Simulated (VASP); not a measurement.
# YZn (Fm-3m) in VASP: notebook, part 2 of 2

VASP 6.6.1.

### 3 Relaxation of the atoms, LDA

This run uses another cell than the first one, of 26.01 Å³/atom.

INCAR

```
  PREC = Accurate
  ENCUT = 520
  EDIFF = 1E-7
  ISMEAR = -1
  SIGMA = 0.05
  LREAL = False
  LASPH = True
  NELM = 80
  ALGO = Normal
  ISIF = 2
  LWAVE = False
  LCHARG = False
  GGA = CA
  IBRION = 2
  NSW = 50
  EDIFFG = -0.01
```

KPOINTS

```
regular mesh
0
Gamma
  11 11 11
```

POSCAR

```
YZn
1.0
    0.0000000000      2.9629870000      2.9629870000
    2.9629870000      0.0000000000      2.9629870000
    2.9629870000      2.9629870000      0.0000000000
Y Zn
1 1
Direct
    0.0000000000      0.0000000000      0.0000000000
    0.5000000000      0.5000000000      0.5000000000
```

Potentials or basis: VASP PAW LDA potentials, release 64 (Y_sv, Zn).

Launch:

```bash
$ cat potpaw_LDA.64/Y_sv/POTCAR potpaw_LDA.64/Zn/POTCAR > POTCAR
$ mpirun -np 1 vasp_std > vasp.out
```

OUTCAR:

```text
PREC = Accurate
   ENCUT = 520
   EDIFF = 1E-7
   ISMEAR = -1
   LREAL = False
   LASPH = True
   NELM = 80
   ISIF = 2
   GGA = CA
   IBRION = 2
   NSW = 50
   EDIFFG = -0.01

 ion  position               nearest neighbor table
   1  0.000  0.000  0.000-   2 2.96   2 2.96   2 2.96   2 2.96   2 2.96   2 2.96
   2  0.500  0.500  0.500-   1 2.96   1 2.96   1 2.96   1 2.96   1 2.96   1 2.96

  LATTYP: Found a face centered cubic cell.
 ALAT       =     5.9259740000

  Lattice vectors:

 A1 = (   0.0000000000,   2.9629870000,   2.9629870000)
 A2 = (   2.9629870000,   0.0000000000,   2.9629870000)
 A3 = (   2.9629870000,   2.9629870000,   0.0000000000)

Analysis of symmetry for initial positions (statically):
=====================================================================
 Subroutine PRICEL returns:
 Original cell was already a primitive cell.

 Routine SETGRP: Setting up the symmetry group for a
 face centered cubic supercell.

 Subroutine GETGRP returns: Found 48 space group operations
 (whereof 48 operations were pure point group operations)
 out of a pool of 48 trial point group operations.

The static configuration has the point symmetry O_h .

Analysis of symmetry for dynamics (positions and initial velocities):
=====================================================================
 Subroutine PRICEL returns:
 Original cell was already a primitive cell.

 Routine SETGRP: Setting up the symmetry group for a
 face centered cubic supercell.

 Subroutine GETGRP returns: Found 48 space group operations
 (whereof 48 operations were pure point group operations)
 out of a pool of 48 trial point group operations.

The dynamic configuration has the point symmetry O_h .

 Subroutine INISYM returns: Found 48 space group operations
 (whereof 48 operations are pure point group operations),
 and found     1 'primitive' translations

----------------------------------------------------------------------------------------

                                     Primitive cell

  volume of cell :      52.0259

  direct lattice vectors                    reciprocal lattice vectors
     0.000000000  2.962987000  2.962987000    -0.168748631  0.168748631  0.168748631
     2.962987000  0.000000000  2.962987000     0.168748631 -0.168748631  0.168748631
     2.962987000  2.962987000  0.000000000     0.168748631  0.168748631 -0.168748631

  length of vectors
     4.190296401  4.190296401  4.190296401     0.292281203  0.292281203  0.292281203

  position of ions in fractional coordinates (direct lattice)
     0.000000000  0.000000000  0.000000000
     0.500000000  0.500000000  0.500000000

  ion indices of the primitive-cell ions
   primitive index   ion index
                 1           1
                 2           2

----------------------------------------------------------------------------------------

 KPOINTS: regular mesh

Automatic generation of k-mesh.
 Grid dimensions read from file:
 generate k-points for:   11   11   11

 Generating k-lattice:

  Cartesian coordinates                     Fractional coordinates (reciprocal lattice)
    -0.015340785  0.015340785  0.015340785     0.090909091  0.000000000  0.000000000
     0.015340785 -0.015340785  0.015340785     0.000000000  0.090909091  0.000000000
     0.015340785  0.015340785 -0.015340785     0.000000000  0.000000000  0.090909091

  Length of vectors
     0.026571018  0.026571018  0.026571018

  Shift w.r.t. Gamma in fractional coordinates (k-lattice)
     0.000000000  0.000000000  0.000000000

 Subroutine IBZKPT returns following result:
 ===========================================

 Found     56 irreducible k-points:

 Following reciprocal coordinates:
            Coordinates               Weight
  0.000000  0.000000  0.000000      1.000000
  0.090909  0.000000  0.000000      8.000000
  0.181818  0.000000  0.000000      8.000000
  0.272727  0.000000  0.000000      8.000000
  0.363636  0.000000  0.000000      8.000000
  0.454545  0.000000  0.000000      8.000000
[... 16 lines left out ...]
 -0.272727  0.181818  0.000000     24.000000
 -0.181818  0.181818  0.000000     12.000000
 [... further k-points ...]
   k-points           NKPTS =     56   k-points in BZ     NKDIM =     56   number of bands    NBANDS=     15
   number of dos      NEDOS =    301   number of ions     NIONS =      2
   total plane-waves  NPLWV =  32768
   dimension x,y,z NGX =    32 NGY =   32 NGZ =   32
   dimension x,y,z NGXF=    64 NGYF=   64 NGZF=   64
   ions per type =               1   1
   NGX,Y,Z   is equivalent  to a cutoff of  12.70, 12.70, 12.70 a.u.
   NGXF,Y,Z  is equivalent  to a cutoff of  25.39, 25.39, 25.39 a.u.
 SYSTEM =  unknown system
   PREC   = accura    normal or accurate (medium, high low for compatibility)
   ISTART =      0    job   : 0-new  1-cont  2-samecut
   ICHARG =      2    charge: 1-file 2-atom 10-const
   ISPIN  =      1    spin polarized calculation?
   LNONCOLLINEAR =      F non collinear calculations
   LSORBIT =      F    spin-orbit coupling
   LASPH  =      T    aspherical Exc in radial PAW
   ENCUT  =  520.0 eV  38.22 Ry    6.18 a.u.   7.79  7.79  7.79*2*pi/ulx,y,z
   NELM   =     80;   NELMIN=  2; NELMDL= -5     # of ELM steps
   EDIFF  = 0.1E-06   stopping-criterion for ELM
   LREAL  =      F    real-space projection
   EDIFFG = -.1E-01   stopping-criterion for IOM
   NSW    =     50    number of steps for IOM
   IBRION =      2    ionic relax: 0-MD 1-quasi-New 2-CG
   NFREE  =      1    steps in history (QN), initial steepest desc. (CG)
   ISIF   =      2    stress and relaxation
   ISYM   =      2    0-nonsym 1-usesym 2-fastsym
   POTIM  = 0.5000    time-step for ionic-motion
   TEBEG  =    0.0;   TEEND  =   0.0 temperature during run
   PSTRESS=    0.0 pullay stress
   NELECT =      23.0000    total number of electrons
   NUPDOWN=      -1.0000    fix difference up-down
   EMIN   =  10.00;   EMAX   =-10.00  energy-range for DOS
   EFERMI =   0.00;   METHOD = LEGACY
   ISMEAR =    -1;   SIGMA  =   0.05  broadening in eV -4-tet -1-fermi 0-gaus
   EFERMI_NEDOS =   21; number of points for ismear=-14 and -15
   IALGO  =     38    algorithm
   IMIX   =      4    mixing-type and parameters
     AMIX     =   0.40;   BMIX     =  1.00
     AMIX_MAG =   1.60;   BMIX_MAG =  1.00
  volume/ion in A,a.u.               =      26.01       175.54
  Fermi-wavevector in a.u.,A,eV,Ry     =   1.247128  2.356730 21.161526  1.555328
  Thomas-Fermi vector in A             =   2.381274
   LORBIT       =      0    0 simple, 1 ext, 2 COOP (PROOUT), +10 PAW based schemes
   GGA     = CA    functional components
   LHFCALC =     F    Hartree Fock is set to
   AEXX    =    0.0000 exact exchange contribution
   IVDW    =     0    specifies the selected vdW correction
   LEPSILON=     F    determine dielectric tensor
   LRPA    =     F    only Hartree local field effects (RPA)
 conjugate gradient relaxation of ions
 non-spin polarized calculation
  energy-cutoff  :      520.00
  volume of cell :       52.03
 maximum number of plane-waves:      1411
   NGX = 15   NGY = 15   NGZ = 15

 number of electron      22.9999986 magnetization

 Free energy of the ion-electron system (eV)
  ---------------------------------------------------
  ext. energy  EPLUGINS =         0.00000000
  ---------------------------------------------------
  free energy    TOTEN  =        -8.86784558 eV

  energy without entropy =       -8.84836490  energy(sigma->0) =       -8.85810524

 E-fermi :   2.1416     XC(G=0):  -9.9917

 val. band max:        2.1102622456   @ k =   0.4545   0.2727   0.0909
 cond. band min:       2.1577239995   @ k =  -0.4545   0.0909   0.0000
 fundamental gap:      0.0474617540
 Fermi energy:         2.1415517233

 k-point     1 :       0.0000    0.0000    0.0000
  band No.  band energies     occupation
      1     -40.5336      2.00000
      2     -20.5750      2.00000
      3     -20.5750      2.00000
      4     -20.5750      2.00000
      5      -5.1800      2.00000
      6      -5.1800      2.00000
      7      -5.0857      2.00000
      8      -5.0857      2.00000
      9      -5.0857      2.00000
     10      -4.3219      2.00000
     11       3.7461      0.00000
     12       3.7461      0.00000
     13       3.7461      0.00000
     14       4.7332      0.00000
[... 401 lines left out ...]
      2     -20.6508      2.00000
      3     -20.6055      2.00000
      4     -20.5866      2.00000
      5      -5.1441      2.00000
      6      -5.0934      2.00000
      7      -5.0735      2.00000
      8      -5.0484      2.00000
      9      -5.0332      2.00000
     10      -3.0534      2.00000
     11       1.8706      1.99117
     12       2.3696      0.02067
     13       2.8351      0.00000
     14       4.3118      0.00000
     15       5.2894      0.00000

 [... further k-points ...]
[... 5 lines left out ...]
  --------------------------------------------------------------------------------------
  -------------------------------------------------------------------------------------
  Total       -1.4426785     -1.4426785     -1.4426785     -0.0000000     -0.0000000      0.0000000
  in kB      -44.4284229    -44.4284229    -44.4284229     -0.0000000     -0.0000000      0.0000000
  external PRESSURE =     -44.4284229 kB  Pullay stress =       0.0000000 kB

 VOLUME and BASIS-vectors are now :
 -----------------------------------------------------------------------------
  energy-cutoff  :      520.00
  volume of cell :       52.03
      direct lattice vectors                 reciprocal lattice vectors
     0.000000000  2.962987000  2.962987000    -0.168748631  0.168748631  0.168748631
     2.962987000  0.000000000  2.962987000     0.168748631 -0.168748631  0.168748631
     2.962987000  2.962987000  0.000000000     0.168748631  0.168748631 -0.168748631

 POSITION                                       TOTAL-FORCE (eV/Angst)
 -----------------------------------------------------------------------------------
      0.00000      0.00000      0.00000         0.000000      0.000000      0.000000
      2.96299      2.96299      2.96299        -0.000000     -0.000000     -0.000000
 -----------------------------------------------------------------------------------
    total drift:                                0.000000     -0.000000      0.000000

  FREE ENERGIE OF THE ION-ELECTRON SYSTEM (eV)
  ---------------------------------------------------
  free  energy   TOTEN  =        -8.8678455820 eV

  energy  without entropy=       -8.8483649027  energy(sigma->0) =       -8.85810524

 reached required accuracy - stopping structural energy minimisation
```

Run time: 43 s. Hardware: 1 thread of Intel Xeon 8259CL, shared host; peak memory 0.2 GiB.

What came out:

```
Free energy             : -8.8678 eV
Pressure after relaxing : -4.4 GPa
Band gap on the k mesh  : zero (an odd number of electrons rules out a gap without spin polarisation)
```

Final structure:
```
Y Zn
1.0
     0.00000    2.96299    2.96299
     2.96299    0.00000    2.96299
     2.96299    2.96299    0.00000
Y Zn
1 1
Direct
  0.00000 0.00000 0.00000
  0.50000 0.50000 0.50000
```

Caveat: the relaxation stopped at its first step, so nothing moved.

The gap in the log of VASP goes by the Fermi energy; the results here count the filled bands.